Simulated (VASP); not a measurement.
# BaTiO3 (Cm) in VASP: notebook, part 2 of 2

VASP 6.6.1.

## Step 4: Single point, r2SCAN (the part above a cut slid along it)

POSCAR reads:

```
BaTiO3
1.0
    2.8400536680     -1.6397057497     -2.3314328258
    0.0000000000      3.2794114995     -2.3314328258
    8.7567374745      5.0557047382      6.6058817687
Ba Ti O
3 3 9
Direct
    0.9206764948      0.9206764948      0.9188283674
    0.9762098281      0.9762098281      0.2521617007
    0.9484431615      0.9484431615      0.5854950341
    0.4762565986      0.4762565986      0.0899826165
    0.4484899320      0.4484899320      0.4233159498
    0.4207232653      0.4207232653      0.7566492831
    0.5034864508      0.0130803609      0.0811512176
    0.4757197841     -0.0146863058      0.4144845509
    0.4479531174     -0.0424529725      0.7478178843
    0.0130803609      0.5034864508      0.0811512176
   -0.0146863058      0.4757197841      0.4144845509
   -0.0424529725      0.4479531174      0.7478178843
    0.4898695083      0.4898695083      0.2446199142
    0.4621028417      0.4621028417      0.5779532476
    0.4343361750      0.4343361750      0.9112865809
```

INCAR.step1 reads:

```
SYSTEM = BaTiO3
PREC     = Accurate       ! precision mode
ENCUT    = 520            ! plane-wave cutoff, eV
ISMEAR   = 0              ! smearing method
SIGMA    = 0.05           ! smearing width, eV
LREAL    = Auto         
LASPH    = .True.         ! aspherical terms in the spheres
NELM     = 80             ! most SCF steps
NBANDS   = 73             ! bands
GGA      = PE             ! functional
ALGO     = Normal         ! electronic algorithm
EDIFF    = 1E-4           ! SCF threshold, eV
LWAVE    = .True.         ! write WAVECAR
LCHARG   = .False.        ! write CHGCAR
```

INCAR.step2 reads:

```
SYSTEM = BaTiO3
PREC     = Accurate       ! precision mode
ENCUT    = 520            ! plane-wave cutoff, eV
EDIFF    = 1E-7           ! SCF threshold, eV
ISMEAR   = 0              ! smearing method
SIGMA    = 0.05           ! smearing width, eV
LREAL    = Auto         
LASPH    = .True.         ! aspherical terms in the spheres
NELM     = 80             ! most SCF steps
ALGO     = Normal         ! electronic algorithm
ISIF     = 2              ! what is computed and relaxed
LWAVE    = .False.        ! write WAVECAR
LCHARG   = .False.        ! write CHGCAR
METAGGA  = R2SCAN         ! meta-GGA
LMIXTAU  = .True.       
NBANDS   = 73             ! bands
ISTART   = 1
```

KPOINTS reads:

```
Automatic mesh
0
Gamma
  6 6 2
  0 0 0
```

Potentials or basis: VASP PAW PBE potentials, release 64 (Ba_sv, Ti_sv, O).

Started as:

```bash
cat potpaw_PBE.64/Ba_sv/POTCAR potpaw_PBE.64/Ti_sv/POTCAR potpaw_PBE.64/O/POTCAR > POTCAR
cp INCAR.step1 INCAR
mpirun -np 1 vasp_std > vasp.out
cp INCAR.step2 INCAR
mpirun -np 1 vasp_std > vasp.out
```

OUTCAR:

```text
SYSTEM = BaTiO3
   PREC = Accurate
   ENCUT = 520
   EDIFF = 1E-7
   ISMEAR = 0
   LREAL = Auto
   LASPH = .True.
   NELM = 80
   ISIF = 2
   METAGGA = R2SCAN
   ISTART = 1

 ion  position               nearest neighbor table
   1  0.921  0.921  0.919-  10 2.58   7 2.58  15 2.78   9 2.84  12 2.84  15 2.84  15 2.84   9 2.93
                            12 2.93  15 2.93   7 3.12  10 3.12   4 3.21   6 3.40   6 3.45   6 3.45
   2  0.976  0.976  0.252-   8 2.78  11 2.78  13 2.78   7 2.84  10 2.84  13 2.84  13 2.84   8 2.84
                            11 2.84   7 2.93  10 2.93  13 2.93   4 3.40   4 3.45   4 3.45   5 3.45
   3  0.948  0.948  0.585-  14 2.78   9 2.78  12 2.78   9 2.84  12 2.84  14 2.84  14 2.84   8 2.84
                            11 2.84  14 2.93   8 2.93  11 2.93   5 3.40   6 3.45   5 3.45   5 3.45
   4  0.476  0.476  0.090-  13 1.87  10 1.87   7 1.87  10 2.16   7 2.16  15 2.18   1 3.21   2 3.40
                             2 3.45   2 3.45   2 3.51   1 3.53   1 3.53
   5  0.448  0.448  0.423-  11 1.87   8 1.87  14 1.87  11 2.16   8 2.16  13 2.16   3 3.40   3 3.45
                             3 3.45   2 3.45   2 3.51   2 3.51   3 3.51   2 3.59
   6  0.421  0.421  0.757-  12 1.87   9 1.87  15 1.87  14 2.16  12 2.16   9 2.16   1 3.40   3 3.45
                             1 3.45   1 3.45   3 3.51   3 3.51   1 3.51   3 3.59
   7  0.503  0.013  0.081-   4 1.87   4 2.16   1 2.58   2 2.84   2 2.93   1 3.12
   8  0.476  0.985  0.414-   5 1.87   5 2.16   2 2.78   2 2.84   3 2.84   3 2.93
   9  0.448  0.958  0.748-   6 1.87   6 2.16   3 2.78   3 2.84   1 2.84   1 2.93
  10  0.013  0.503  0.081-   4 1.87   4 2.16   1 2.58   2 2.84   2 2.93   1 3.12
  11  0.985  0.476  0.414-   5 1.87   5 2.16   2 2.78   2 2.84   3 2.84   3 2.93
  12  0.958  0.448  0.748-   6 1.87   6 2.16   3 2.78   3 2.84   1 2.84   1 2.93
  13  0.490  0.490  0.245-   4 1.87   5 2.16   2 2.78   2 2.84   2 2.84   2 2.93
  14  0.462  0.462  0.578-   5 1.87   6 2.16   3 2.78   3 2.84   3 2.84   3 2.93
  15  0.434  0.434  0.911-   6 1.87   4 2.18   1 2.78   1 2.84   1 2.84   1 2.93

  LATTYP: Found a base centered monoclinic cell.
 ALAT       =     5.7006013602
 B/A-ratio  =     0.9964049364
 C/A-ratio  =     2.1187252302
 COS(beta)  =    -0.0342348291

  Lattice vectors:

 A1 = (  -2.8400536680,   1.6397057497,   2.3314328258)
[... 198 lines left out ...]
  ext. energy  EPLUGINS =         0.00000000
  ---------------------------------------------------
  free energy    TOTEN  =      -222.23010373 eV

  energy without entropy =     -222.23010373  energy(sigma->0) =     -222.23010373

 E-fermi :   3.6891     XC(G=0): -11.8024

 val. band max:        3.4028731632   @ k =   0.5000   0.5000   0.5000
 cond. band min:       6.1076707689   @ k =   0.0000   0.0000   0.0000
 fundamental gap:      2.7047976057
 Fermi energy:         3.6890932195

 k-point     1 :       0.0000    0.0000    0.0000
  band No.  band energies     occupation
      1     -55.2901      2.00000
      2     -55.1705      2.00000
      3     -55.0908      2.00000
      4     -30.5528      2.00000
      5     -30.4848      2.00000
      6     -30.4660      2.00000
[... 1789 lines left out ...]
     71       9.4590      0.00000
     72      10.3881      0.00000

 [... further k-points ...]

 [bands above 72 left out]

------------------------ aborting loop because EDIFF is reached ----------------------------------------

  FORCE on cell =-STRESS in cart. coord.  units (eV):
  Direction    XX          YY          ZZ          XY          YZ          ZX
  --------------------------------------------------------------------------------------
  -------------------------------------------------------------------------------------
  Total        0.0335150      2.0184815      7.7719291     -1.7190314      1.4290100      2.4751314
  in kB        0.2747657     16.5480746     63.7164446    -14.0930990     11.7154230     20.2918185
  external PRESSURE =      26.8464283 kB  Pullay stress =       0.0000000 kB

 VOLUME and BASIS-vectors are now :
 -----------------------------------------------------------------------------
  energy-cutoff  :      520.00
  volume of cell :      195.43
      direct lattice vectors                 reciprocal lattice vectors
     2.840053668 -1.639705750 -2.331432826     0.171164606 -0.104466575 -0.146943495
     0.000000000  3.279411500 -2.331432826    -0.004888405  0.200466185 -0.146943495
     8.756737474  5.055704738  6.605881769     0.058684337  0.033881418  0.047657865

 POSITION                                       TOTAL-FORCE (eV/Angst)
 -----------------------------------------------------------------------------------
     10.66071      6.15496      1.77668        -0.042277     -0.024408     -1.658746
      4.98060      2.87555     -2.88618         0.010753      0.006208     -0.050868
      7.82066      4.51526     -0.55475         0.035012      0.020214     -0.003900
      2.14055      1.23585     -1.62631        -0.299868     -0.173129      0.918540
      4.98060      2.87555      0.70513         0.083141      0.048001     -0.115436
      7.82066      4.51526      3.03656         0.069864      0.040336     -0.164684
      2.14055     -0.37240     -0.66827         0.230306     -0.322889      0.849320
      4.98060      4.54672     -0.66827        -0.021531     -0.094882      0.051588
      7.82066      6.18643      1.66317         0.009482     -0.098949      0.041975
      0.74777      2.03997     -0.66827        -0.164477      0.360895      0.849320
      6.42788      2.03997     -0.66827        -0.092935      0.028794      0.051588
      9.26793      3.67967      1.66317        -0.080951      0.057686      0.041975
      3.53333      2.03997     -0.66827        -0.061153     -0.035307      0.080543
      6.37338      3.67967      1.66317         0.017961      0.010370      0.023653
      9.21344      5.31938      3.99460         0.306673      0.177058     -0.914867
 -----------------------------------------------------------------------------------
    total drift:                                0.018685      0.010788      0.012187

  FREE ENERGIE OF THE ION-ELECTRON SYSTEM (eV)
  ---------------------------------------------------
  free  energy   TOTEN  =      -222.2301037294 eV

  energy  without entropy=     -222.2301037294  energy(sigma->0) =     -222.23010373
```

OSZICAR.step1:

```text
N       E                     dE             d eps       ncg     rms          rms(c)
DAV:   1     0.159296244208E+04    0.15930E+04   -0.59638E+04  3796   0.178E+03
DAV:   2     0.137472857799E+03   -0.14555E+04   -0.13795E+04  4120   0.518E+02
DAV:   3    -0.132122396380E+03   -0.26960E+03   -0.26385E+03  4883   0.208E+02
DAV:   4    -0.150532854769E+03   -0.18410E+02   -0.18370E+02  5552   0.559E+01
DAV:   5    -0.151430508732E+03   -0.89765E+00   -0.89725E+00  5943   0.102E+01    0.412E+01
DAV:   6    -0.119160631162E+03    0.32270E+02   -0.19386E+02  5758   0.794E+01    0.173E+01
DAV:   7    -0.120011642375E+03   -0.85101E+00   -0.41081E+01  5462   0.296E+01    0.116E+01
DAV:   8    -0.119643357438E+03    0.36828E+00   -0.56690E+00  5248   0.152E+01    0.479E+00
DAV:   9    -0.119525296975E+03    0.11806E+00   -0.14400E+00  5635   0.672E+00    0.161E+00
DAV:  10    -0.119576304559E+03   -0.51008E-01   -0.37857E-01  5007   0.279E+00    0.188E+00
DAV:  11    -0.119533077805E+03    0.43227E-01   -0.94645E-02  5254   0.202E+00    0.472E-01
DAV:  12    -0.119531498500E+03    0.15793E-02   -0.36570E-02  5508   0.838E-01    0.313E-01
DAV:  13    -0.119530411500E+03    0.10870E-02   -0.46569E-03  4968   0.439E-01    0.734E-02
DAV:  14    -0.119530441477E+03   -0.29977E-04   -0.91773E-04  4870   0.135E-01
   1 F= -.11953044E+03 E0= -.11953044E+03  d E =-.229847E-19
```

Wall time 53 min (1 thread of Intel Xeon 8259CL, shared host); peak memory 0.44 GiB.

Results:

```yaml
Free_energy: -222.2301 eV
Pressure: 2.7 GPa
Largest_force: 1.659 eV/Å
Band_gap_on_the_k_mesh: 2.70 eV (least direct gap 3.12 eV)
```

Forces in eV/Å, atoms in the order of the input:
```
Ba  -0.042 -0.024 -1.659
Ba   0.011  0.006 -0.051
Ba   0.035  0.020 -0.004
Ti  -0.300 -0.173  0.919
Ti   0.083  0.048 -0.115
Ti   0.070  0.040 -0.165
O    0.230 -0.323  0.849
O   -0.022 -0.095  0.052
O    0.009 -0.099  0.042
O   -0.164  0.361  0.849
O   -0.093  0.029  0.052
O   -0.081  0.058  0.042
O   -0.061 -0.035  0.081
O    0.018  0.010  0.024
O    0.307  0.177 -0.915
```

Stress tensor (GPa, compression positive):
```
 0.03 -1.41  2.03
-1.41  1.65  1.17
 2.03  1.17  6.37
```

Caveat: the cell differs from its parent crystal (the part above a cut slid along it); the stress differs along the axes, from 0 to 6 GPa; the PAW data sets were made with another functional, which shifts forces and pressure a little; spin-orbit coupling is left out, which moves the levels of the heavy elements. A k mesh can miss the band edges.

## Step 5: Overview

| cell | gap on the mesh (eV) | pressure (GPa) | largest force (eV/Å) |
| --- | --- | --- | --- |
| a = 4.024, b = 4.024, c = 12.950 Å, angles 75.1, 75.1, 89.8°, 15 atoms | 2.35 | 4.2 | 4.62 |
| a = 4.024, b = 4.024, c = 12.148 Å, angles 85.4, 85.4, 89.8°, 15 atoms | 2.07 | 5.0 | 6.03 |
| a = 4.024, b = 4.024, c = 12.078 Å, angles 88.6, 88.6, 89.8°, 15 atoms | 2.70 | 2.7 | 1.66 |

Alike in all rows: task single point; level r2SCAN; potentials or basis VASP PAW PBE potentials, release 64 (Ba_sv, Ti_sv, O); no spin polarisation; k mesh 6 × 6 × 2; cutoff (eV) 520; smearing gaussian 0.05 eV.

Caveats: the PAW data sets were made with another functional, which shifts forces and pressure a little; spin-orbit coupling is left out, which moves the levels of the heavy elements; the stress differs along the axes, from -3 to 10 GPa (at least some runs); the stress differs along the axes, from 3 to 10 GPa (at least some runs); the stress differs along the axes, from 0 to 6 GPa (at least some runs).

Absolute energies hang on the potentials; compare differences alone.
